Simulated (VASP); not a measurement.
Here is a VASP 6.6.1 calculation.

File INCAR:

```
PREC = Accurate ; ENCUT = 520
EDIFF = 1E-6 ; ISMEAR = -1
SIGMA = 0.02 ; LREAL = F
LASPH = T ; NELM = 100
ALGO = Normal ; ISIF = 2
LWAVE = F ; LCHARG = T
GGA = PE ; LELF = T
LVHAR = T ; NBANDS = 35
```

Contents of KPOINTS:

```
Automatic mesh
0
Gamma
  6 6 6
```

POSCAR

```
Al2O3
1.0
    2.3793611047      1.3737247743      4.3315925792
   -2.3793611047      1.3737247743      4.3315925792
    0.0000000000     -2.7474495486      4.3315925792
Al O
4 6
Direct
    0.1480885927      0.1480885927      0.1480885927
    0.3519114073      0.3519114073      0.3519114073
    0.6480885927      0.6480885927      0.6480885927
    0.8519114073      0.8519114073      0.8519114073
    0.9436338431      0.5563661569      0.2500000000
    0.4436338431      0.7500000000      0.0563661569
    0.5563661569      0.2500000000      0.9436338431
    0.2500000000      0.9436338431      0.5563661569
    0.7500000000      0.0563661569      0.4436338431
    0.0563661569      0.4436338431      0.7500000000
```

Potentials or basis: VASP PAW PBE potentials, release 64 (Al, O).

The run is started by

```console
$ cat potpaw_PBE.64/Al/POTCAR potpaw_PBE.64/O/POTCAR > POTCAR
$ mpirun -np 1 vasp_std > vasp.out
```

Question: Estimate the band gap on the k mesh.

Answer: 6.24 eV.

Question: What does it give for the pressure?

Answer: 7.4 GPa.

Question: Estimate the largest force.

Answer: 0.034 eV/Å.

Forces in eV/Å, atoms in the order of the input:
```
Al   0.000  0.000 -0.034
Al   0.000  0.000  0.034
Al   0.000  0.000 -0.034
Al   0.000  0.000  0.034
O   -0.020  0.000  0.000
O   -0.010 -0.018  0.000
O    0.010  0.018  0.000
O    0.010 -0.018  0.000
O   -0.010  0.018  0.000
O    0.020  0.000  0.000
```

Caveat: the cell stands under pressure. A k mesh can miss the band edges.
